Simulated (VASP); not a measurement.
Set up this calculation in VASP 6.6.1, as the native input.

* Task: single point
* Functional: PBE
* Potentials or basis: VASP PAW PBE potentials, release 64 (B, C, Br)
* Cutoff: 520 eV
* k mesh: 18 × 18 × 4
* Occupations: gaussian, width 0.1 eV
* Spin: no spin polarisation
* Dipole correction: no
* Further INCAR settings: ALGO = Fast; EDIFF = 1e-07; NBANDS = 21

The structure of B3C2Br lies in POSCAR:

```
B3C2Br
1.0
    2.7397292740      0.0000000000      0.0000000000
   -1.3698646370      2.3726751508      0.0000000000
    0.0000000000      0.0000000000     11.5540467730
B C Br
3 2 1
Direct
    0.6666666667      0.3333333333      0.3660259677
    0.3333333333      0.6666666667      0.6339740323
    0.0000000000      0.0000000000      0.5000000000
    0.6666666667      0.3333333333      0.6293132238
    0.3333333333      0.6666666667      0.3706867762
    0.0000000000      0.0000000000      0.0000000000
```

The cell was generated, and may not be a known phase.

These files were run (other wordings do the same):

INCAR

```
  PREC = Accurate
  ENCUT = 520
  EDIFF = 1E-7
  ISMEAR = 0
  SIGMA = 0.1
  LREAL = False
  LASPH = True
  NELM = 100
  ALGO = Fast
  ISIF = 2
  LWAVE = False
  LCHARG = True
  GGA = PE
  LELF = True
  LVHAR = True
  NBANDS = 21
```

KPOINTS

```
regular mesh
0
Gamma
  18 18 4
```

Potentials or basis: VASP PAW PBE potentials, release 64 (B, C, Br).

Run with:

```sh
$ cat potpaw_PBE.64/B/POTCAR potpaw_PBE.64/C/POTCAR potpaw_PBE.64/Br/POTCAR > POTCAR
$ mpirun -np 1 vasp_std > vasp.out
```

It gave:

```yaml
Pressure: 0.1 GPa
Band_gap_on_the_k_mesh: zero (bands 12 and 13 overlap by 3.42 eV)
```

Caveat: this functional lacks dispersion, which binds layers or chains, so the pressure and a relaxed spacing across them are unreliable.

It took 2.7 min on 1 thread of Oxide Virtual Turin-like Processor, with other jobs on the host, peak memory 0.3 GiB.
